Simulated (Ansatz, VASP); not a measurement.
## One calculation of Al, two programs

Contents of INCAR:

```
SYSTEM = Al
PREC     = Accurate       ! precision mode
ENCUT    = 500            ! plane-wave cutoff, eV
EDIFF    = 1E-7           ! SCF threshold, eV
ISMEAR   = -1             ! smearing method
SIGMA    = 0.1            ! smearing width, eV
LREAL    = .FALSE.        ! projectors in reciprocal space
LASPH    = .TRUE.         ! aspherical terms in the spheres
NELM     = 120            ! most SCF steps
ALGO     = Normal         ! electronic algorithm
ISIF     = 3              ! what is computed and relaxed
LWAVE    = .FALSE.        ! write WAVECAR
LCHARG   = .FALSE.        ! write CHGCAR
GGA      = PE             ! functional
IBRION   = 2              ! ionic algorithm
NSW      = 80             ! ionic steps
EDIFFG   = -0.01          ! ionic threshold
GGA_COMPAT= .FALSE.      
NELMIN   = 4
```

KPOINTS

```
regular mesh
0
G
  10 10 10
  0 0 0
```

File POSCAR:

```
Al
1.0
    0.0000000000      1.9455986143      1.8880974853
    1.9455986143      0.0000000000      1.8880974853
    1.9455986143      1.9455986143      0.0000000000
Al
1
Direct
    0.0000000000      0.0000000000      0.0000000000
```

Input for Ansatz:

```yaml
crystal:
  lattice:
    - [0.0, 1.9455986143, 1.8880974853]
    - [1.9455986143, 0.0, 1.8880974853]
    - [1.9455986143, 1.9455986143, 0.0]
  atoms:
    - { symbol: Al, position: [0.0, 0.0, 0.0] }
kpoints:
  mp_grid: { grid: [10, 10, 10], shift: [0, 0, 0] }
hamiltonian:
  xc: pbe
  dispersion: none
  pseudopotentials: { kind: paw }
magnetization:
  spin_polarized: false
scf:
  occupations: { method: fermi_dirac, width: "0.1 eV" }
relax:
  cell: {}
```

Alike in both runs: task relaxation of cell and atoms; functional PBE; k mesh 10 × 10 × 10; no spin polarisation.

|  | VASP | Ansatz |
| --- | --- | --- |
| version | VASP 6.6.1 | Ansatz 0.2 development build |
| potentials or method | VASP PAW PBE potentials, release 64 (Al) | PAW hard, scalar-relativistic |
| plane-wave cutoff (eV) | 500 | 900 |
| occupations | fermi-dirac, width 0.1 eV | fermi-dirac |

```tsv
	VASP	Ansatz	Ansatz less VASP
relaxed volume (Å³/atom)	16.55	16.57	+0.023
relaxed cell length with the largest relative difference (Å)	2.923	2.925	+0.0018
```

Ansatz's warnings: cutoff auto derived.

Noted on VASP's run: the volume moved by over 15 % at a fixed basis, so the end points are rough.
